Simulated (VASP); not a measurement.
Ga, 1 atom in the cell. It takes space group Im-3m (No. 229, cubic). Conventional cell: a = 3.375 Å, b = 3.375 Å, c = 3.375 Å, α = 90.00°, β = 90.00°, γ = 90.00°. Ga (site symmetry m-3m) has 14 Ga at 2.92 to 3.37 Å within 3.8 Å. 

```yaml
Program: VASP 6.6.1
Task: single point
Functional: PBE
Potentials_or_basis: VASP PAW PBE potentials, release 64 (Ga_d)
Cutoff: 520 eV
k_mesh: 17 × 17 × 17
Occupations: fermi-dirac, width 0.08 eV
Spin: no spin polarisation
Dipole_correction: no
Further_INCAR_settings: ALGO = Normal; EDIFF = 1e-06; NBANDS = 12
```

Potentials or basis: VASP PAW PBE potentials, release 64 (Ga_d).

The run is started by

```bash
$ cat potpaw_PBE.64/Ga_d/POTCAR > POTCAR
$ mpirun -np 1 vasp_std > vasp.out
```

Hardware: 1 thread of Intel Xeon 6975P-C (shared host).

Task: Estimate the wall time of this run.

Result: Run time: 12 s on 1 thread of Intel Xeon 6975P-C, with other jobs on the host, peak memory 0.16 GiB. Counts: scf iterations 11, k points 165.
